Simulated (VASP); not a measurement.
# CuS (P-6m2) in VASP: single point with LDA+U

Aim: the single point of CuS with LDA+U.

Everything below comes from runs of VASP 6.6.1. Logs are shortened: lines on timing, memory, paths and dates and some standing lists are left out, and cuts for length are marked.

**1. The cell of the first run**

Symmetry: P-6m2, No. 187, hexagonal system. The conventional cell has a = 3.436 Å, b = 3.436 Å, c = 3.353 Å, α = 90.00°, β = 90.00°, γ = 120.00°. Cu (site symmetry -6m2) has 6 S at 2.60 Å and 8 Cu at 3.35 to 3.44 Å within 3.5 Å. S (site symmetry -6m2) has 6 Cu at 2.60 Å and 8 S at 3.35 to 3.44 Å within 3.5 Å.

**2. Single point, LDA+U, collinear spin**

INCAR

```
PREC = Accurate
ENCUT = 820
EDIFF = 1E-6
ISMEAR = 0
SIGMA = 0.05
LREAL = False
LASPH = True
NELM = 200
ALGO = Normal
ISIF = 2
LWAVE = False
LCHARG = False
ISPIN = 2
MAGMOM = 0.26 0.67
LORBIT = 11
NUPDOWN = 1.0
LMAXMIX = 4
LDAU = True
LDAUTYPE = 2
LDAUL = 2 -1
LDAUU = 4 0
LDAUJ = 0 0
LDAUPRINT = 1
GGA = CA
NBANDS = 24
GGA_COMPAT = False
```

KPOINTS

```
Automatic mesh
0
Gamma
  6 6 6
```

POSCAR

```
CuS
1.0
    3.4355487200      0.0000000000      0.0000000000
   -1.7177743600      2.9752724700      0.0000000000
    0.0000000000      0.0000000000      3.3529253400
Cu S
1 1
Direct
    0.0000000000      0.0000000000      0.0000000000
    0.6666666667      0.3333333333      0.5000000000
```

Potentials or basis: VASP PAW LDA potentials, release 64 (Cu_sv_GW, S).

Command:

```
$ cat potpaw_LDA.64/Cu_sv_GW/POTCAR potpaw_LDA.64/S/POTCAR > POTCAR
$ mpirun -np 1 vasp_std > vasp.out
```

OUTCAR:

```text
PREC = Accurate
   ENCUT = 820
   EDIFF = 1E-6
   ISMEAR = 0
   LREAL = False
   LASPH = True
   NELM = 200
   ISIF = 2
   ISPIN = 2
   LORBIT = 11
   NUPDOWN = 1.0
   GGA = CA

 ion  position               nearest neighbor table
   1  0.000  0.000  0.000-   2 2.60   2 2.60   2 2.60   2 2.60   2 2.60   2 2.60
   2  0.667  0.333  0.500-   1 2.60   1 2.60   1 2.60   1 2.60   1 2.60   1 2.60

  LATTYP: Found a hexagonal cell.
 ALAT       =     3.4355487200
 C/A-ratio  =     0.9759504560

  Lattice vectors:

 A1 = (   3.4355487200,   0.0000000000,   0.0000000000)
 A2 = (  -1.7177743600,   2.9752724700,   0.0000000000)
 A3 = (   0.0000000000,   0.0000000000,   3.3529253400)

Analysis of symmetry for initial positions (statically):
=====================================================================
 Subroutine PRICEL returns:
 Original cell was already a primitive cell.

 Routine SETGRP: Setting up the symmetry group for a
 hexagonal supercell.

 Subroutine GETGRP returns: Found 12 space group operations
 (whereof 12 operations were pure point group operations)
 out of a pool of 24 trial point group operations.

The static configuration has the point symmetry D_3h.

Analysis of symmetry for dynamics (positions and initial velocities):
=====================================================================
 Subroutine PRICEL returns:
 Original cell was already a primitive cell.

 Routine SETGRP: Setting up the symmetry group for a
 hexagonal supercell.

 Subroutine GETGRP returns: Found 12 space group operations
 (whereof 12 operations were pure point group operations)
 out of a pool of 24 trial point group operations.

The dynamic configuration has the point symmetry D_3h.

Analysis of structural, dynamic, and magnetic symmetry:
=====================================================================
 Subroutine PRICEL returns:
 Original cell was already a primitive cell.

 Routine SETGRP: Setting up the symmetry group for a
 hexagonal supercell.
[... 170 lines left out ...]
  o =  0.8194  v =  0.0000  0.0000  0.0000  0.0000  0.0000  0.0000 -1.0000 -0.0000  0.0000 -0.0000      0.0000  0.0000  0.0000  0.0000  0.0000  0.0000  0.0000  0.0000  0.0000  0.0000
  o =  0.9087  v =  0.0000  0.0000  0.0000  0.0000  0.0000  0.0000  0.0000  0.0000 -0.0000 -1.0000      0.0000  0.0000  0.0000  0.0000  0.0000  0.0000  0.0000  0.0000  0.0000  0.0000
  o =  0.9087  v =  0.0000  0.0000  0.0000  0.0000  0.0000  1.0000  0.0000  0.0000  0.0000  0.0000      0.0000  0.0000  0.0000  0.0000  0.0000  0.0000  0.0000  0.0000  0.0000  0.0000
  o =  0.9290  v =  0.0000  0.0000  0.0000  0.0000  0.0000  0.0000 -0.0000  1.0000 -0.0000  0.0000      0.0000  0.0000  0.0000  0.0000  0.0000  0.0000  0.0000  0.0000  0.0000  0.0000
  o =  0.9312  v =  0.0000 -0.0000 -0.0000  0.0000  1.0000  0.0000  0.0000  0.0000  0.0000  0.0000      0.0000  0.0000  0.0000  0.0000  0.0000  0.0000  0.0000  0.0000  0.0000  0.0000
  o =  0.9312  v =  1.0000  0.0000  0.0000  0.0000  0.0000  0.0000  0.0000  0.0000  0.0000  0.0000      0.0000  0.0000  0.0000  0.0000  0.0000  0.0000  0.0000  0.0000  0.0000  0.0000
  o =  0.9316  v =  0.0000  0.0000  1.0000 -0.0000  0.0000  0.0000  0.0000  0.0000  0.0000  0.0000      0.0000  0.0000  0.0000  0.0000  0.0000  0.0000  0.0000  0.0000  0.0000  0.0000
  o =  0.9451  v =  0.0000  0.0000  0.0000  1.0000 -0.0000  0.0000  0.0000  0.0000  0.0000  0.0000      0.0000  0.0000  0.0000  0.0000  0.0000  0.0000  0.0000  0.0000  0.0000  0.0000
  o =  0.9451  v =  0.0000  1.0000 -0.0000 -0.0000  0.0000  0.0000  0.0000  0.0000  0.0000  0.0000      0.0000  0.0000  0.0000  0.0000  0.0000  0.0000  0.0000  0.0000  0.0000  0.0000

 number of electron      24.9999999 magnetization       0.9999603

 Free energy of the ion-electron system (eV)
  ---------------------------------------------------
  ext. energy  EPLUGINS =         0.00000000
  ---------------------------------------------------
  free energy    TOTEN  =        -7.05280736 eV

  energy without entropy =       -7.05151222  energy(sigma->0) =       -7.05215979

 E-fermi :   4.2338     XC(G=0): -11.1085

 val. band max:        5.0612266681   @ k =   0.3333   0.3333   0.0000
 cond. band min:       4.2696512907   @ k =   0.3333   0.0000   0.1667
 fundamental gap:     -0.7915753773
 Fermi energy:         5.2630802278

 spin component 1

 k-point     1 :       0.0000    0.0000    0.0000
  band No.  band energies     occupation
      1    -105.5255      1.00000
      2     -63.5954      1.00000
      3     -63.4864      1.00000
      4     -63.4864      1.00000
      5      -9.2457      1.00000
      6       1.0428      1.00000
[... 1289 lines left out ...]
     23      25.7943      0.00000
     24      27.4920      0.00000

 [... further k-points ...]
[... 5 lines left out ...]
  --------------------------------------------------------------------------------------
  -------------------------------------------------------------------------------------
  Total       -2.6251395     -2.6251395     -4.2582136      0.0000000     -0.0000000     -0.0000000
  in kB     -122.7202479   -122.7202481   -199.0633392      0.0000000     -0.0000000     -0.0000000
  external PRESSURE =    -148.1679451 kB  Pullay stress =       0.0000000 kB

 VOLUME and BASIS-vectors are now :
 -----------------------------------------------------------------------------
  energy-cutoff  :      820.00
  volume of cell :       34.27
      direct lattice vectors                 reciprocal lattice vectors
     3.435548720  0.000000000  0.000000000     0.291074318  0.168051836  0.000000000
    -1.717774360  2.975272470  0.000000000     0.000000000  0.336103671  0.000000000
     0.000000000  0.000000000  3.352925340     0.000000000  0.000000000  0.298247023

 POSITION                                       TOTAL-FORCE (eV/Angst)
 -----------------------------------------------------------------------------------
      0.00000      0.00000      0.00000         0.000000      0.000000      0.000000
      1.71777      0.99176      1.67646        -0.000000      0.000000      0.000000
 -----------------------------------------------------------------------------------
    total drift:                               -0.000000     -0.000000      0.000000

  FREE ENERGIE OF THE ION-ELECTRON SYSTEM (eV)
  ---------------------------------------------------
  free  energy   TOTEN  =        -7.0528073607 eV

  energy  without entropy=       -7.0515122238  energy(sigma->0) =       -7.05215979

 total charge

# of ion       s       p       d       f       tot
--------------------------------------------------
    1        2.185   6.211   9.042   0.002  17.440
    2        1.367   2.224   0.000   0.000   3.591
--------------------------------------------------
tot          3.552   8.435   9.042   0.002  21.032

 magnetization (x)

# of ion       s       p       d       f       tot
--------------------------------------------------
    1       -0.005   0.011   0.298   0.001   0.305
    2        0.013   0.460   0.000   0.000   0.472
--------------------------------------------------
tot          0.008   0.471   0.298   0.001   0.778
```

OSZICAR:

```text
N       E                     dE             d eps       ncg     rms          rms(c)
DAV:   1     0.317151725748E+03    0.31715E+03   -0.18545E+04  4072   0.309E+03
DAV:   2     0.130066509290E+02   -0.30415E+03   -0.29146E+03  4360   0.831E+02
DAV:   3    -0.707980604451E+01   -0.20086E+02   -0.20011E+02  4248   0.187E+02
DAV:   4    -0.755879670191E+01   -0.47899E+00   -0.47890E+00  3544   0.211E+01
DAV:   5    -0.758995663185E+01   -0.31160E-01   -0.31159E-01  3920   0.538E+00    0.827E+00
DAV:   6    -0.759006740036E+01   -0.11077E-03   -0.71823E+00  4080   0.157E+02    0.816E+00
DAV:   7    -0.704794067919E+01    0.54213E+00   -0.28958E+00  4080   0.106E+02    0.283E+00
DAV:   8    -0.705628058498E+01   -0.83399E-02   -0.15303E-01  4384   0.107E+01    0.103E+00
DAV:   9    -0.705234869577E+01    0.39319E-02   -0.29573E-02  4456   0.911E+00    0.329E-01
DAV:  10    -0.705275189442E+01   -0.40320E-03   -0.20820E-03  4400   0.204E+00    0.108E-01
DAV:  11    -0.705280116736E+01   -0.49273E-04   -0.13656E-04  4224   0.582E-01    0.550E-02
DAV:  12    -0.705280834735E+01   -0.71800E-05   -0.12957E-05  4192   0.101E-01    0.242E-02
DAV:  13    -0.705280736068E+01    0.98667E-06   -0.17885E-06  2632   0.820E-02
   1 F= -.70528074E+01 E0= -.70521598E+01  d E =-.129514E-02  mag=     1.0000
```

stdout:

```text
POSCAR found type information on POSCAR CuS
 POSCAR found :  2 types and       2 ions
 scaLAPACK will be used
 LDA part: xc-table for (Slater(with rela. corr.)+CA(PZ))
 , standard interpolation
 POSCAR, INCAR and KPOINTS ok, starting setup
 FFT: planning ... GRIDC
 FFT: planning ... GRID_SOFT
 FFT: planning ... GRID
 WAVECAR not read
 entering main loop
```

It took 25 s on 1 thread of Intel Xeon 6975P-C (Granite Rapids), shared host; peak memory 0.22 GiB.

What came out:

* Free energy: -7.0528 eV
* Pressure: -14.8 GPa
* Net moment: 1.00 μB per cell
* Site moments: Cu +0.30; S +0.47 μB
* Valence electrons inside the program's atomic spheres: Cu 17.44; S 3.59

Eigenvalues of the final occupation matrices:
| site | spin | trace | eigenvalues |
| --- | --- | --- | --- |
| site 1 d | 1 | 4.68 | 0.93 0.93 0.93 0.95 0.95 |
| site 1 d | 2 | 4.39 | 0.82 0.82 0.91 0.91 0.93 |

Caveat: the stress differs along the axes, from -20 to -12 GPa; the total moment is fixed, so each spin has its own Fermi level and the state may be an excited one; a cell with one magnetic atom can't hold antiferromagnetic order, which such compounds often take.
